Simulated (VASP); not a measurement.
# Be in VASP: a series of runs

Be is run at these levels: PBE; tasks: single point, relaxation of cell and atoms.

All numbers are computed with VASP 6.6.1; they aren't measurements. Logs are shortened: lines on timing, memory, paths and dates and some standing lists are left out, and cuts for length are marked.

## (1) The cell of the first run

It takes space group Immm (No. 71, orthorhombic). Conventional cell: a = 2.322 Å, b = 3.582 Å, c = 6.178 Å, α = 90.00°, β = 90.00°, γ = 90.00°. Be (site symmetry mm2) has 11 Be at 2.17 to 2.44 Å within 2.9 Å. Be (site symmetry mmm) has 10 Be at 2.17 to 2.32 Å within 2.9 Å.

The cell was generated, and may not be a known phase.

## (2) Single point, PBE

INCAR

```
SYSTEM = Be
PREC = Accurate
ENCUT = 520
EDIFF = 1E-7
ISMEAR = 0
SIGMA = 0.1
LREAL = .FALSE.
LASPH = .TRUE.
NELM = 80
ALGO = Fast
ISIF = 2
LWAVE = .FALSE.
LCHARG = .FALSE.
GGA = PE
NBANDS = 10
```

KPOINTS

```
Automatic mesh
0
G
  8 8 8
  0 0 0
```

POSCAR

```
Be
1.0
   -1.1611789066      1.7910259580      3.0890418416
    1.1611789066     -1.7910259580      3.0890418416
    1.1611789066      1.7910259580     -3.0890418416
Be
3
Direct
    0.1971258157      0.1971258157      0.0000000000
    0.8028741843      0.8028741843      0.0000000000
    0.5000000000      0.0000000000      0.5000000000
```

Potentials or basis: VASP PAW PBE potentials, release 64 (Be).

On the command line:

```
$ cat potpaw_PBE.64/Be/POTCAR > POTCAR
$ mpirun -np 1 vasp_std > vasp.out
```

OUTCAR:

```text
SYSTEM = Be
   PREC = Accurate
   ENCUT = 520
   EDIFF = 1E-7
   ISMEAR = 0
   LREAL = .FALSE.
   LASPH = .TRUE.
   NELM = 80
   ISIF = 2
   GGA = PE

 ion  position               nearest neighbor table
   1  0.197  0.197  0.000-   3 2.17   3 2.17   3 2.20   3 2.20   2 2.23   2 2.23   2 2.23   2 2.23

   2  0.803  0.803  0.000-   3 2.17   3 2.17   3 2.20   3 2.20   1 2.23   1 2.23   1 2.23   1 2.23

   3  0.500  0.000  0.500-   1 2.17   2 2.17   1 2.17   2 2.17   1 2.20   2 2.20   1 2.20   2 2.20

  LATTYP: Found a body centered orthorhombic cell.
 ALAT       =     2.3223578132
 B/A-ratio  =     1.5424203349
 C/A-ratio  =     2.6602634823

  Lattice vectors:

 A1 = (  -1.1611789066,   1.7910259580,   3.0890418416)
 A2 = (   1.1611789066,  -1.7910259580,   3.0890418416)
 A3 = (   1.1611789066,   1.7910259580,  -3.0890418416)

Analysis of symmetry for initial positions (statically):
=====================================================================
 Subroutine PRICEL returns:
 Original cell was already a primitive cell.

 Routine SETGRP: Setting up the symmetry group for a
 body centered orthorhombic supercell.

 Subroutine GETGRP returns: Found  8 space group operations
 (whereof  8 operations were pure point group operations)
 out of a pool of  8 trial point group operations.

The static configuration has the point symmetry D_2h.

Analysis of symmetry for dynamics (positions and initial velocities):
=====================================================================
 Subroutine PRICEL returns:
 Original cell was already a primitive cell.

 Routine SETGRP: Setting up the symmetry group for a
 body centered orthorhombic supercell.

 Subroutine GETGRP returns: Found  8 space group operations
 (whereof  8 operations were pure point group operations)
 out of a pool of  8 trial point group operations.

The dynamic configuration has the point symmetry D_2h.

 Subroutine INISYM returns: Found  8 space group operations
 (whereof  8 operations are pure point group operations),
 and found     1 'primitive' translations

----------------------------------------------------------------------------------------

                                     Primitive cell

  volume of cell :      25.6971

  direct lattice vectors                    reciprocal lattice vectors
    -1.161178907  1.791025958  3.089041842     0.000000000  0.279169600  0.161862489
     1.161178907 -1.791025958  3.089041842     0.430596868  0.000000000  0.161862489
     1.161178907  1.791025958 -3.089041842     0.430596868  0.279169600  0.000000000

  length of vectors
     3.754768959  3.754768959  3.754768959     0.322699753  0.460014269  0.513175728

  position of ions in fractional coordinates (direct lattice)
     0.197125816  0.197125816  0.000000000
     0.802874184  0.802874184  0.000000000
     0.500000000  0.000000000  0.500000000

  ion indices of the primitive-cell ions
   primitive index   ion index
                 1           1
                 2           2
                 3           3

----------------------------------------------------------------------------------------

 KPOINTS: Automatic mesh

Automatic generation of k-mesh.
 Grid dimensions read from file:
 generate k-points for:    8    8    8

 Generating k-lattice:

  Cartesian coordinates                     Fractional coordinates (reciprocal lattice)
     0.000000000  0.034896200  0.020232811     0.125000000  0.000000000  0.000000000
     0.053824608  0.000000000  0.020232811     0.000000000  0.125000000  0.000000000
     0.053824608  0.034896200  0.000000000     0.000000000  0.000000000  0.125000000

  Length of vectors
     0.040337469  0.057501784  0.064146966

  Shift w.r.t. Gamma in fractional coordinates (k-lattice)
     0.000000000  0.000000000  0.000000000

 Subroutine IBZKPT returns following result:
 ===========================================

 Found     95 irreducible k-points:

 Following reciprocal coordinates:
            Coordinates               Weight
  0.000000  0.000000  0.000000      1.000000
  0.125000  0.000000  0.000000      4.000000
  0.250000  0.000000  0.000000      4.000000
  0.375000  0.000000 -0.000000      4.000000
  0.500000  0.000000  0.000000      2.000000
  0.000000  0.125000  0.000000      4.000000
[... 16 lines left out ...]
  0.125000  0.375000  0.000000      8.000000
  0.250000  0.375000  0.000000      8.000000
 [... further k-points ...]
   k-points           NKPTS =     95   k-points in BZ     NKDIM =     95   number of bands    NBANDS=     10
   number of dos      NEDOS =    301   number of ions     NIONS =      3
   total plane-waves  NPLWV =  21952
   dimension x,y,z NGX =    28 NGY =   28 NGZ =   28
   dimension x,y,z NGXF=    56 NGYF=   56 NGZF=   56
   ions per type =               3
   NGX,Y,Z   is equivalent  to a cutoff of  12.40, 12.40, 12.40 a.u.
   NGXF,Y,Z  is equivalent  to a cutoff of  24.79, 24.79, 24.79 a.u.
 SYSTEM =  Be
   PREC   = accura    normal or accurate (medium, high low for compatibility)
   ISTART =      0    job   : 0-new  1-cont  2-samecut
   ICHARG =      2    charge: 1-file 2-atom 10-const
   ISPIN  =      1    spin polarized calculation?
   LNONCOLLINEAR =      F non collinear calculations
   LSORBIT =      F    spin-orbit coupling
   LASPH  =      T    aspherical Exc in radial PAW
   ENCUT  =  520.0 eV  38.22 Ry    6.18 a.u.   6.98  6.98  6.98*2*pi/ulx,y,z
   NELM   =     80;   NELMIN=  2; NELMDL= -5     # of ELM steps
   EDIFF  = 0.1E-06   stopping-criterion for ELM
   LREAL  =      F    real-space projection
   EDIFFG = 0.1E-05   stopping-criterion for IOM
   NSW    =      0    number of steps for IOM
   IBRION =     -1    ionic relax: 0-MD 1-quasi-New 2-CG
   NFREE  =      0    steps in history (QN), initial steepest desc. (CG)
   ISIF   =      2    stress and relaxation
   ISYM   =      2    0-nonsym 1-usesym 2-fastsym
   POTIM  = 0.5000    time-step for ionic-motion
   TEBEG  =    0.0;   TEEND  =   0.0 temperature during run
   PSTRESS=    0.0 pullay stress
   NELECT =       6.0000    total number of electrons
   NUPDOWN=      -1.0000    fix difference up-down
   EMIN   =  10.00;   EMAX   =-10.00  energy-range for DOS
   EFERMI =   0.00;   METHOD = LEGACY
   ISMEAR =     0;   SIGMA  =   0.10  broadening in eV -4-tet -1-fermi 0-gaus
   EFERMI_NEDOS =   21; number of points for ismear=-14 and -15
   IALGO  =     68    algorithm
   IMIX   =      4    mixing-type and parameters
     AMIX     =   0.40;   BMIX     =  1.00
     AMIX_MAG =   1.60;   BMIX_MAG =  1.00
  volume/ion in A,a.u.               =       8.57        57.80
  Fermi-wavevector in a.u.,A,eV,Ry     =   1.008085  1.905004 13.826711  1.016235
  Thomas-Fermi vector in A             =   2.140930
   LORBIT       =      0    0 simple, 1 ext, 2 COOP (PROOUT), +10 PAW based schemes
   GGA     = PE    functional components
   LHFCALC =     F    Hartree Fock is set to
   AEXX    =    0.0000 exact exchange contribution
   IVDW    =     0    specifies the selected vdW correction
   LEPSILON=     F    determine dielectric tensor
   LRPA    =     F    only Hartree local field effects (RPA)
 non-spin polarized calculation
 RMM-DIIS sequential band-by-band and
 Gauss-broadening in eV      SIGMA  =   0.10
  energy-cutoff  :      520.00
  volume of cell :       25.70
 maximum number of plane-waves:       706
   NGX = 13   NGY = 13   NGZ = 13

 number of electron       6.0000000 magnetization

 Free energy of the ion-electron system (eV)
  ---------------------------------------------------
  ext. energy  EPLUGINS =         0.00000000
  ---------------------------------------------------
  free energy    TOTEN  =       -10.71913846 eV

  energy without entropy =      -10.71528685  energy(sigma->0) =      -10.71721265

 E-fermi :   5.5501     XC(G=0): -10.3111

 val. band max:        5.5143510727   @ k =   0.2500   0.2500   0.1250
 cond. band min:       5.5637958597   @ k =  -0.1250   0.2500   0.1250
 fundamental gap:      0.0494447871
 Fermi energy:         5.5500780338

 k-point     1 :       0.0000    0.0000    0.0000
  band No.  band energies     occupation
      1      -4.5500      2.00000
      2       5.2666      1.99994
      3       5.3294      1.99819
      4       7.1242      0.00000
      5       7.6378      0.00000
      6      12.2773      0.00000
      7      12.5662      0.00000
      8      17.7056      0.00000
      9      19.5112      0.00000
     10      22.9367      0.00000

 k-point     2 :       0.1250    0.0000    0.0000
  band No.  band energies     occupation
      1      -4.3690      2.00000
      2       3.6603      2.00000
      3       5.0424      2.00000
      4       6.9368      0.00000
      5       9.3793      0.00000
      6      13.0821      0.00000
      7      13.1831      0.00000
      8      17.5942      0.00000
      9      19.9227      0.00000
     10      22.4036      0.00000

 k-point     3 :       0.2500    0.0000    0.0000
  band No.  band energies     occupation
      1      -3.8263      2.00000
      2       1.7717      2.00000
      3       3.6827      2.00000
      4       7.4087      0.00000
      5      11.5233      0.00000
      6      14.4484      0.00000
      7      15.6096      0.00000
      8      17.5395      0.00000
      9      20.3944      0.00000
     10      21.7643      0.00000
[... 248 lines left out ...]
 k-point    23 :       0.1250    0.3750    0.0000
  band No.  band energies     occupation
      1      -0.7750      2.00000
      2       4.4634      2.00000
      3       5.0181      2.00000
      4       5.9592      0.00000
      5       9.4548      0.00000
      6      12.4529      0.00000
      7      13.4142      0.00000
      8      14.9222      0.00000
      9      17.3923      0.00000
     10      18.9589      0.00000

 k-point    24 :       0.2500    0.3750    0.0000
  band No.  band energies     occupation
      1       0.0160      2.00000
      2       3.3877      2.00000
      3       4.2210      2.00000
      4       5.3000      1.99959
      5      10.5138      0.00000
      6      13.2406      0.00000
      7      13.3628      0.00000
      8      14.5953      0.00000
      9      18.5686      0.00000
     10      19.3356      0.00000

 [... further k-points ...]

------------------------ aborting loop because EDIFF is reached ----------------------------------------

  FORCE on cell =-STRESS in cart. coord.  units (eV):
  Direction    XX          YY          ZZ          XY          YZ          ZX
  --------------------------------------------------------------------------------------
  -------------------------------------------------------------------------------------
  Total        0.0297883      0.0410288      0.0260057      0.0000000      0.0000000      0.0000000
  in kB        1.8572536      2.5580808      1.6214150      0.0000000      0.0000000      0.0000000
  external PRESSURE =       2.0122498 kB  Pullay stress =       0.0000000 kB

 VOLUME and BASIS-vectors are now :
 -----------------------------------------------------------------------------
  energy-cutoff  :      520.00
  volume of cell :       25.70
      direct lattice vectors                 reciprocal lattice vectors
    -1.161178907  1.791025958  3.089041842     0.000000000  0.279169600  0.161862489
     1.161178907 -1.791025958  3.089041842     0.430596868  0.000000000  0.161862489
     1.161178907  1.791025958 -3.089041842     0.430596868  0.279169600  0.000000000

 POSITION                                       TOTAL-FORCE (eV/Angst)
 -----------------------------------------------------------------------------------
      0.00000      0.00000      1.21786         0.000000      0.000000     -0.014294
      0.00000      0.00000      4.96022        -0.000000      0.000000      0.014294
      0.00000      1.79103      0.00000        -0.000000     -0.000000     -0.000000
 -----------------------------------------------------------------------------------
    total drift:                                0.000000      0.000000      0.000000

  FREE ENERGIE OF THE ION-ELECTRON SYSTEM (eV)
  ---------------------------------------------------
  free  energy   TOTEN  =       -10.7191384596 eV

  energy  without entropy=      -10.7152868502  energy(sigma->0) =      -10.71721265
```

Run time: 21 s. Hardware: 1 thread of Intel Xeon Platinum 8488C (Sapphire Rapids), shared host; peak memory 0.15 GiB.

Results:

```
Free energy            : -10.7191 eV
Pressure               : 0.2 GPa
Largest force          : 0.014 eV/Å
Band gap on the k mesh : zero (bands 3 and 4 overlap by 2.14 eV)
```

Forces on the atoms (eV/Å):
```
Be   0.000  0.000 -0.014
Be   0.000  0.000  0.014
Be   0.000  0.000  0.000
```

Levels at points of the mesh, in eV from the Fermi level:
```csv
k point,band 1,band 2,band 3,band 4,band 5,band 6,band 7,band 8
"(0.00, 0.00, 0.00)",-10.10,-0.28,-0.22,1.57,2.09,6.73,7.02,12.16
"(0.50, 0.00, 0.00)",-7.32,-7.11,-2.88,1.83,11.68,11.75,12.48,12.51
"(0.00, 0.50, 0.00)",-4.79,-3.31,1.37,1.66,2.85,5.59,7.65,9.46
"(0.50, 0.50, 0.00)",-3.31,-2.08,-2.08,-0.23,3.48,3.78,9.38,10.76
"(0.50, 0.50, 0.50)",-7.40,-6.92,-3.20,2.29,9.58,10.98,11.14,12.71
```

Caveat: the k points lie up to 0.36 Å⁻¹ apart, too coarse for converged energies and pressures of a metal.

(Part 1 of 2 ends here.)

The gap in the log of VASP goes by the Fermi energy; the results here count the filled bands.